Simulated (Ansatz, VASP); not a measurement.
# Ni in VASP and in Ansatz

File INCAR:

```
PREC = Accurate
ENCUT = 520
EDIFF = 1E-6
ISMEAR = -1
SIGMA = 0.1
LREAL = F
LASPH = T
NELM = 150
ALGO = Normal
ISIF = 2
LWAVE = F
LCHARG = T
ISPIN = 2
MAGMOM = 0.6 0.6 0.6 -0.6
LORBIT = 11
LMAXMIX = 4
LELF = T
LVHAR = T
NBANDS = 32
```

File KPOINTS:

```
Automatic mesh
0
Gamma
  12 9 6
```

The input POSCAR:

```
Ni
1.0
    0.0000000000      1.7619350000      1.7619350000
   -3.5238700000      0.0000000000      0.0000000000
    0.0000000000     -3.5238700000      3.5238700000
Ni
4
Direct
    0.0000000000      0.0000000000      0.0000000000
    0.0000000000      0.0000000000      0.5000000000
    0.5000000000      0.5000000000      0.2500000000
    0.5000000000      0.5000000000      0.7500000000
```

Input for Ansatz:

```yaml
crystal:
  lattice:
    - [0.0, 1.761935, 1.761935]
    - [-3.52387, 0.0, 0.0]
    - [0.0, -3.52387, 3.52387]
  atoms:
    - { symbol: Ni, position: [0.0, 0.0, 0.0], spin: 0.6 }
    - { symbol: Ni, position: [0.0, 0.0, 0.5], spin: 0.6 }
    - { symbol: Ni, position: [0.5, 0.5, 0.25], spin: 0.6 }
    - { symbol: Ni, position: [0.5, 0.5, 0.75], spin: -0.6 }
magnetization:
  spin_polarized: true
kpoints:
  mp_grid: { grid: [12, 9, 6] }
scf:
  occupations: { method: fermi_dirac, width: 0.1 }
  lower_state_search: "off"
hamiltonian:
  xc: lda
  pseudopotentials: { kind: all_electron, lapw: { basis_error: 0.0005 } }
output:
  forces: true
  stress: true
  eigenvalues: true
  populations: true
```

Alike in both runs: task single point; functional LDA; k mesh 12 × 9 × 6; occupations fermi-dirac, width 0.1 eV; collinear spin.

```csv
,VASP,Ansatz
version,VASP 6.6.1,Ansatz 0.2.0
potentials or method,"VASP PAW LDA potentials, release 64 (Ni), cutoff 520 eV","all-electron LAPW, scalar-relativistic"
```

Ansatz gave:

* pressure (GPa): -17.6
* traceless stress, the component that is largest in VASP (GPa): -0.01
* net moment per atom (μB): 0.60
* size of the moment on the site where the two differ most (μB): 0.62

**Question.** Which values does VASP return?

**Answer.** Pressure (GPa): -17.5; traceless stress, the component that is largest in VASP (GPa): 0.05; net moment per atom (μB): 0.57; size of the moment on the site where the two differ most (μB): 0.57.

LDA's correlation is that of Perdew and Zunger in VASP and of Perdew and Wang (1992) in Ansatz. Site moments also hang on the region over which each program counts them. Ansatz ran all-electron here, and VASP with PAW potentials. Ansatz's warnings: seeded moment not kept.
